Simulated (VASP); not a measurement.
Hg: single point with PBE

Hg:

```
Hg
1.0
     1.76233    1.03846    2.26129
    -1.69767    1.00386    2.22669
     0.00236   -1.97529    2.21402
Hg
1
Direct
  0.00000 0.00000 0.00000
```

This cell differs from its parent crystal: equal xy, yz and zx shear strains of +2 %.

```json
{
 "Program": "VASP 6.6.1",
 "Task": "single point",
 "Functional": "PBE",
 "Potentials or basis": "VASP PAW PBE potentials, release 64 (Hg)",
 "Cutoff": "520 eV",
 "k mesh": "12 × 12 × 12",
 "Occupations": "fermi-dirac, width 0.03 eV",
 "Spin": "no spin polarisation"
}
```

```
Pressure               : 6.6 GPa
Band gap on the k mesh : zero (bands 6 and 7 overlap by 3.41 eV)
```

Stress tensor (GPa, compression positive):
```
 5.98 -0.35 -0.48
-0.35  6.32 -0.22
-0.48 -0.22  7.42
```

Levels at points of the mesh, in eV from the Fermi level:
```
           k point  band 3  band 4  band 5  band 6  band 7  band 8  band 9  band 10
(0.00, 0.00, 0.00)   -7.73   -6.44   -6.30   -6.25   11.84   12.76   13.13    17.04
(0.50, 0.00, 0.00)   -6.45   -6.30   -5.94   -2.46   -2.12   12.59   13.04    17.72
(0.00, 0.50, 0.00)   -6.45   -6.34   -5.93   -2.00   -1.97   11.85   12.92    17.17
(0.50, 0.50, 0.00)   -6.16   -5.98   -5.50   -0.26    0.64    4.78   10.16    10.37
(0.00, 0.00, 0.50)   -6.48   -6.37   -5.94   -2.02   -1.98   12.20   13.01    16.98
(0.50, 0.00, 0.50)   -6.17   -5.97   -5.48   -0.12    0.81    4.56    9.96    10.25
(0.00, 0.50, 0.50)   -6.24   -6.02   -5.42   -0.03    1.05    5.00    9.59    10.36
(0.50, 0.50, 0.50)   -7.31   -5.63   -5.50   -0.18    1.35    9.35    9.57    11.12
```

Run time: 46 s on 1 thread of Intel(R) Xeon(R) 6975P-C (Granite Rapids), with other jobs on the host, peak memory 0.33 GiB.

Caveat: the cell differs from its parent crystal (equal xy, yz and zx shear strains of +2 %); the cell stands under pressure; spin-orbit coupling is left out, which moves the levels of the heavy elements.
